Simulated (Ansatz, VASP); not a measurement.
# Two plane-wave programs on Li3V

```xyz
4
Lattice="4.1277 0.0000 0.0000 0.0000 4.1277 0.0000 0.0000 0.0000 4.1277" Properties=species:S:1:pos:R:3 pbc="T T T"
Li    0.0000    2.0639    2.0639
Li    2.0639    0.0000    2.0639
Li    2.0639    2.0639    0.0000
V     0.0000    0.0000    0.0000
```

Alike in both runs: functional PBE; k mesh 12 × 12 × 12; occupations gaussian, width 0.1 eV; collinear spin.

Ansatz relaxed the structure, and its values are those at the end. VASP's run is a single point on that final structure, the one shown.

|  | VASP | Ansatz |
| --- | --- | --- |
| version | VASP 6.6.1 | Ansatz 0.2.0 |
| potentials or method | VASP PAW PBE potentials, release 64 (Li_sv, V_sv), cutoff 520 eV | scalar-relativistic, plane waves, PAW |
| valence electrons in the cell | 22 | 22 |

Ansatz gave:

```
gap on the k mesh at the Fermi level (eV)                     : none
net moment per atom (μB)                                      : 1.00
size of the moment on the site where the two differ most (μB) : 0.10
```

Question: Estimate VASP's values.

Answer: gap on the k mesh at the Fermi level (eV): none; net moment per atom (μB): 1.00; size of the moment on the site where the two differ most (μB): 0.01.

Site moments also hang on the region over which each program counts them. A gap of «none» marks a metal or a gap that the smearing closes. Ansatz's warnings: given moment on shells.

Noted on VASP's run: the cutoff is short for stress, so the pressure is rough.
